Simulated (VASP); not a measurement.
# Al (C2/c) in VASP: further runs, part 2 of 2

VASP 6.6.1.

### 4 Single point, LDA (volume scaled by 0.92)

Contents of INCAR:

```
ALGO = Normal
EDIFF = 1E-6
ENCUT = 520
ISIF = 2
ISMEAR = -1
LASPH = T
LCHARG = F
LREAL = F
LWAVE = F
NBANDS = 10
NELM = 60
PREC = Accurate
SIGMA = 0.1
```

Contents of KPOINTS:

```
k-points
0
Gamma
  18 18 12
```

Contents of POSCAR:

```
Al
1.0
   -3.1643211438      2.7725037496      1.3154737465
    2.7725037496     -3.1643211438      1.3154737465
    2.2993612592      2.2993612592     -2.0330880218
Al
2
Direct
    0.9895142962      0.0104857038      0.0000000000
    0.7604857038      0.2395142962      0.5000000000
```

Potentials or basis: VASP PAW LDA potentials, release 64 (Al).

On the command line:

```
$ cat potpaw_LDA.64/Al/POTCAR > POTCAR
$ mpirun -np 1 vasp_std > vasp.out
```

OUTCAR:

```text
EDIFF = 1E-6
   ENCUT = 520
   ISIF = 2
   ISMEAR = -1
   LASPH = T
   LREAL = F
   NELM = 60
   PREC = Accurate

 ion  position               nearest neighbor table
   1  0.990  0.010  0.000-   2 2.66   2 2.66   2 2.72   2 2.72   2 2.73   2 2.73
   2  0.760  0.240  0.500-   1 2.66   1 2.66   1 2.72   1 2.72   1 2.73   1 2.73

  Warning from LATTYP: Got some problem with cell dimensions!
  Tried to take original basis but could not verify dimensions!
  LATTYP: Found a base centered monoclinic cell.
 ALAT       =     2.6886662961
 B/A-ratio  =     3.1227148917
 C/A-ratio  =     1.0276951193
 COS(beta)  =    -0.0105152445

  Lattice vectors:

 A1 = (   3.1643211438,  -2.7725037496,  -1.3154737465)
 A2 = (  -2.7725037496,   3.1643211438,  -1.3154737465)
 A3 = (   1.9075438650,   1.9075438650,   0.5978594712)

Analysis of symmetry for initial positions (statically):
=====================================================================
 Subroutine PRICEL returns:
 Original cell was already a primitive cell.

 Routine SETGRP: Setting up the symmetry group for a
 base centered monoclinic supercell.

 Subroutine GETGRP returns: Found  4 space group operations
 (whereof  2 operations were pure point group operations)
 out of a pool of  4 trial point group operations.

The static configuration has the point symmetry C_2 .
 The point group associated with its full space group is C_2h.

Analysis of symmetry for dynamics (positions and initial velocities):
=====================================================================
 Subroutine PRICEL returns:
 Original cell was already a primitive cell.

 Routine SETGRP: Setting up the symmetry group for a
 base centered monoclinic supercell.

 Subroutine GETGRP returns: Found  4 space group operations
 (whereof  2 operations were pure point group operations)
 out of a pool of  4 trial point group operations.

The dynamic configuration has the point symmetry C_2 .
 The point group associated with its full space group is C_2h.

 Subroutine INISYM returns: Found  4 space group operations
 (whereof  2 operations are pure point group operations),
 and found     1 'primitive' translations

----------------------------------------------------------------------------------------

                                     Primitive cell

  volume of cell :      31.1855

  direct lattice vectors                    reciprocal lattice vectors
    -3.164321144  2.772503750  1.315473746     0.109300450  0.277740655  0.437731821
     2.772503750 -3.164321144  1.315473746     0.277740655  0.109300450  0.437731821
     2.299361259  2.299361259 -2.033088022     0.250428121  0.250428121  0.074590689

  length of vectors
     4.407967391  4.407967391  3.835045150     0.529807141  0.529807141  0.361928526

  position of ions in fractional coordinates (direct lattice)
     0.989514296  0.010485704  1.000000000
     0.760485704  0.239514296  0.500000000

  ion indices of the primitive-cell ions
   primitive index   ion index
                 1           1
                 2           2

----------------------------------------------------------------------------------------

 KPOINTS: k-points

Automatic generation of k-mesh.
 Grid dimensions read from file:
 generate k-points for:   18   18   12

 Generating k-lattice:

  Cartesian coordinates                     Fractional coordinates (reciprocal lattice)
     0.006072247  0.015430036  0.024318435     0.055555556  0.000000000 -0.000000000
     0.015430036  0.006072247  0.024318435     0.000000000  0.055555556 -0.000000000
     0.020869010  0.020869010  0.006215891     0.000000000  0.000000000  0.083333333

  Length of vectors
     0.029433730  0.029433730  0.030160711

  Shift w.r.t. Gamma in fractional coordinates (k-lattice)
     0.000000000  0.000000000  0.000000000

 Subroutine IBZKPT returns following result:
 ===========================================

 Found   1037 irreducible k-points:

 Following reciprocal coordinates:
            Coordinates               Weight
  0.000000  0.000000  0.000000      1.000000
  0.055556  0.000000 -0.000000      4.000000
  0.111111  0.000000 -0.000000      4.000000
  0.166667  0.000000 -0.000000      4.000000
  0.222222  0.000000 -0.000000      4.000000
  0.277778  0.000000 -0.000000      4.000000
[... 16 lines left out ...]
 -0.277778  0.055556  0.000000      4.000000
 -0.222222  0.055556  0.000000      4.000000
 [... further k-points ...]
   k-points           NKPTS =   1037   k-points in BZ     NKDIM =   1037   number of bands    NBANDS=     10
   number of dos      NEDOS =    301   number of ions     NIONS =      2
   total plane-waves  NPLWV =  38880
   dimension x,y,z NGX =    36 NGY =   36 NGZ =   30
   dimension x,y,z NGXF=    72 NGYF=   72 NGZF=   60
   ions per type =               2
   NGX,Y,Z   is equivalent  to a cutoff of  13.58, 13.58, 13.00 a.u.
   NGXF,Y,Z  is equivalent  to a cutoff of  27.15, 27.15, 26.01 a.u.
 SYSTEM =  unknown system
   PREC   = accura    normal or accurate (medium, high low for compatibility)
   ISTART =      0    job   : 0-new  1-cont  2-samecut
   ICHARG =      2    charge: 1-file 2-atom 10-const
   ISPIN  =      1    spin polarized calculation?
   LNONCOLLINEAR =      F non collinear calculations
   LSORBIT =      F    spin-orbit coupling
   LASPH  =      T    aspherical Exc in radial PAW
   ENCUT  =  520.0 eV  38.22 Ry    6.18 a.u.   8.20  8.20  7.13*2*pi/ulx,y,z
   NELM   =     60;   NELMIN=  2; NELMDL= -5     # of ELM steps
   EDIFF  = 0.1E-05   stopping-criterion for ELM
   LREAL  =      F    real-space projection
   EDIFFG = 0.1E-04   stopping-criterion for IOM
   NSW    =      0    number of steps for IOM
   IBRION =     -1    ionic relax: 0-MD 1-quasi-New 2-CG
   NFREE  =      0    steps in history (QN), initial steepest desc. (CG)
   ISIF   =      2    stress and relaxation
   ISYM   =      2    0-nonsym 1-usesym 2-fastsym
   POTIM  = 0.5000    time-step for ionic-motion
   TEBEG  =    0.0;   TEEND  =   0.0 temperature during run
   PSTRESS=    0.0 pullay stress
   NELECT =       6.0000    total number of electrons
   NUPDOWN=      -1.0000    fix difference up-down
   EMIN   =  10.00;   EMAX   =-10.00  energy-range for DOS
   EFERMI =   0.00;   METHOD = LEGACY
   ISMEAR =    -1;   SIGMA  =   0.10  broadening in eV -4-tet -1-fermi 0-gaus
   EFERMI_NEDOS =   21; number of points for ismear=-14 and -15
   IALGO  =     38    algorithm
   IMIX   =      4    mixing-type and parameters
     AMIX     =   0.40;   BMIX     =  1.00
     AMIX_MAG =   1.60;   BMIX_MAG =  1.00
  volume/ion in A,a.u.               =      15.59       105.23
  Fermi-wavevector in a.u.,A,eV,Ry     =   0.945092  1.785965 12.152711  0.893199
  Thomas-Fermi vector in A             =   2.072960
   LORBIT       =      0    0 simple, 1 ext, 2 COOP (PROOUT), +10 PAW based schemes
   GGA     = CA    functional components
   LHFCALC =     F    Hartree Fock is set to
   AEXX    =    0.0000 exact exchange contribution
   IVDW    =     0    specifies the selected vdW correction
   LEPSILON=     F    determine dielectric tensor
   LRPA    =     F    only Hartree local field effects (RPA)
 non-spin polarized calculation
  energy-cutoff  :      520.00
  volume of cell :       31.19
 maximum number of plane-waves:       852
 NGX is ok and might be reduce to    36
   NGX = 17   NGY = 17   NGZ = 15

 number of electron       6.0000000 magnetization

 Free energy of the ion-electron system (eV)
  ---------------------------------------------------
  ext. energy  EPLUGINS =         0.00000000
  ---------------------------------------------------
  free energy    TOTEN  =        -8.15931032 eV

  energy without entropy =       -8.13440954  energy(sigma->0) =       -8.14685993

 E-fermi :   8.3192     XC(G=0): -10.5196

 val. band max:        8.3126231943   @ k =  -0.2222   0.1111   0.3333
 cond. band min:       8.3197493209   @ k =  -0.3889  -0.0000   0.4167
 fundamental gap:      0.0071261266
 Fermi energy:         8.3192407950

 k-point     1 :       0.0000    0.0000    0.0000
  band No.  band energies     occupation
      1      -3.1918      2.00000
      2       4.5112      2.00000
      3       5.5573      2.00000
      4      14.5801      0.00000
      5      14.6190      0.00000
      6      16.9522      0.00000
      7      18.0408      0.00000
      8      18.2001      0.00000
      9      20.3239      0.00000
     10      20.9817      0.00000
[... 287 lines left out ...]
 k-point    24 :      -0.2222    0.0556    0.0000
  band No.  band energies     occupation
      1      -1.9521      2.00000
      2       3.9474      2.00000
      3       8.3644      0.77774
      4      10.0045      0.00000
      5      12.3768      0.00000
      6      14.1273      0.00000
      7      16.2142      0.00000
      8      20.2095      0.00000
      9      21.6238      0.00000
     10      22.8326      0.00000

 [... further k-points ...]
[... 5 lines left out ...]
  --------------------------------------------------------------------------------------
  -------------------------------------------------------------------------------------
  Total        1.5117506      1.5117506      1.4874280     -0.0491127     -0.0054867     -0.0054867
  in kB       77.6671544     77.6671544     76.4175688     -2.5231959     -0.2818838     -0.2818838
  external PRESSURE =      77.2506259 kB  Pullay stress =       0.0000000 kB

 VOLUME and BASIS-vectors are now :
 -----------------------------------------------------------------------------
  energy-cutoff  :      520.00
  volume of cell :       31.19
      direct lattice vectors                 reciprocal lattice vectors
    -3.164321144  2.772503750  1.315473746     0.109300450  0.277740655  0.437731821
     2.772503750 -3.164321144  1.315473746     0.277740655  0.109300450  0.437731821
     2.299361259  2.299361259 -2.033088022     0.250428121  0.250428121  0.074590689

 POSITION                                       TOTAL-FORCE (eV/Angst)
 -----------------------------------------------------------------------------------
     -3.10207      2.71025      1.31547        -0.038959      0.038959      0.000000
     -0.59269      2.50023      0.29893         0.038959     -0.038959     -0.000000
 -----------------------------------------------------------------------------------
    total drift:                                0.000000     -0.000000     -0.000000

  FREE ENERGIE OF THE ION-ELECTRON SYSTEM (eV)
  ---------------------------------------------------
  free  energy   TOTEN  =        -8.1593103187 eV

  energy  without entropy=       -8.1344095356  energy(sigma->0) =       -8.14685993
```

OSZICAR:

```text
N       E                     dE             d eps       ncg     rms          rms(c)
DAV:   1    -0.494429527242E+00   -0.49443E+00   -0.22463E+03 20972   0.444E+02
DAV:   2    -0.805575076570E+01   -0.75613E+01   -0.72988E+01 27424   0.574E+01
DAV:   3    -0.822262566604E+01   -0.16687E+00   -0.16533E+00 26952   0.662E+00
DAV:   4    -0.822331527781E+01   -0.68961E-03   -0.68951E-03 25298   0.475E-01
DAV:   5    -0.822331915504E+01   -0.38772E-05   -0.38778E-05 25094   0.341E-02    0.221E+00
DAV:   6    -0.818100400734E+01    0.42315E-01   -0.30525E-02 23366   0.596E-01    0.128E+00
DAV:   7    -0.816020856796E+01    0.20795E-01   -0.19152E-02 23794   0.532E-01    0.188E-01
DAV:   8    -0.815937000856E+01    0.83856E-03   -0.24153E-03 22720   0.216E-01    0.113E-01
DAV:   9    -0.815931058263E+01    0.59426E-04   -0.11389E-04 24162   0.566E-02    0.553E-02
DAV:  10    -0.815931031873E+01    0.26389E-06   -0.17576E-06 23618   0.774E-03
   1 F= -.81593103E+01 E0= -.81468599E+01  d E =-.249008E-01
```

stdout:

```text
POSCAR found type information on POSCAR Al
 POSCAR found :  1 types and       2 ions
 scaLAPACK will be used
 LDA part: xc-table for (Slater(with rela. corr.)+CA(PZ))
 , standard interpolation
 POSCAR, INCAR and KPOINTS ok, starting setup
 FFT: planning ... GRIDC
 FFT: planning ... GRID_SOFT
 FFT: planning ... GRID
 WAVECAR not read
 entering main loop
```

Wall time 4.3 min (1 thread of Intel Xeon 6975P-C, shared host); peak memory 0.36 GiB.

What came out:

```
Free energy            : -8.1593 eV
Pressure               : 7.7 GPa
Largest force          : 0.055 eV/Å
Band gap on the k mesh : zero (band 3 reaches 13.96 eV, above the bottom of band 4 at 4.12 eV)
```

Forces in eV/Å, atoms in the order of the input:
```
Al  -0.039  0.039  0.000
Al   0.039 -0.039  0.000
```

### 5 Single point, LDA (volume scaled by 0.96)

Contents of INCAR:

```
PREC = Accurate
ENCUT = 520
EDIFF = 1E-6
ISMEAR = -1
SIGMA = 0.1
LREAL = False
LASPH = True
NELM = 60
ALGO = Normal
ISIF = 2
LWAVE = False
LCHARG = False
GGA = CA
NBANDS = 10
```

Contents of KPOINTS:

```
regular mesh
0
Gamma
  18 18 12
```

Contents of POSCAR:

```
Al
1.0
   -3.2095318398      2.8121162979      1.3342687679
    2.8121162979     -3.2095318398      1.3342687679
    2.3322137158      2.3322137158     -2.0621360609
Al
2
Direct
    0.9895142962      0.0104857038      0.0000000000
    0.7604857038      0.2395142962      0.5000000000
```

On the command line:

```
$ cat potpaw_LDA.64/Al/POTCAR > POTCAR
$ mpirun -np 1 vasp_std > vasp.out
```

Wall time 4.5 min (1 thread of Intel Xeon 6975P-C, shared host); peak memory 0.37 GiB.

It converged, with:

| Property | Result |
| --- | --- |
| Free energy | -8.2060 eV |
| Pressure | 3.4 GPa |
| Largest force | 0.030 eV/Å |
| Band gap on the k mesh | zero (band 3 reaches 13.44 eV, above the bottom of band 4 at 3.76 eV) |

Forces on the atoms (eV/Å):
```
Al  -0.021  0.021  0.000
Al   0.021 -0.021  0.000
```

Stress tensor (GPa, compression positive):
```
 3.48 -0.08 -0.01
-0.08  3.48 -0.01
-0.01 -0.01  3.38
```

Levels at points of the mesh, in eV from the Fermi level:
| k point | band 1 | band 2 | band 3 | band 4 | band 5 | band 6 | band 7 |
| --- | --- | --- | --- | --- | --- | --- | --- |
| (0.00, 0.00, 0.00) | -11.21 | -3.67 | -2.73 | 6.08 | 6.21 | 8.36 | 9.58 |
| (0.50, 0.00, 0.00) | -2.20 | -2.04 | -0.82 | -0.63 | 1.64 | 1.76 | 3.58 |
| (0.50, 0.50, 0.00) | -9.64 | -8.66 | 5.58 | 6.14 | 7.01 | 7.18 | 7.32 |
| (0.00, 0.00, 0.50) | -6.60 | -6.60 | 0.63 | 0.63 | 1.73 | 1.73 | 12.29 |
| (0.50, 0.00, 0.50) | -6.14 | -5.67 | -2.53 | -1.13 | 5.38 | 6.05 | 10.32 |
| (0.50, 0.50, 0.50) | -5.10 | -5.10 | -4.10 | -4.10 | 9.55 | 9.55 | 10.31 |

### 6 Overview

```csv
cell,k mesh,gap on the mesh (eV),pressure (GPa),largest force (eV/Å)
"a = 4.532, b = 4.532, c = 3.943 Å, angles 102.2, 102.2, 144.5°, 2 atoms",13 × 13 × 9,none,0.1,-
"a = 4.343, b = 4.343, c = 3.779 Å, angles 102.2, 102.2, 144.5°, 2 atoms",18 × 18 × 12,none,13.0,0.08
"a = 4.408, b = 4.408, c = 3.835 Å, angles 102.2, 102.2, 144.5°, 2 atoms",18 × 18 × 12,none,7.7,0.06
"a = 4.471, b = 4.471, c = 3.890 Å, angles 102.2, 102.2, 144.5°, 2 atoms",18 × 18 × 12,none,3.4,0.03
```

Alike in all rows: task single point; level LDA; potentials or basis VASP PAW LDA potentials, release 64 (Al); no spin polarisation; cutoff (eV) 520; smearing fermi-dirac 0.1 eV.

Total energies depend on the potentials used, so only differences within one code and one set of settings carry meaning.
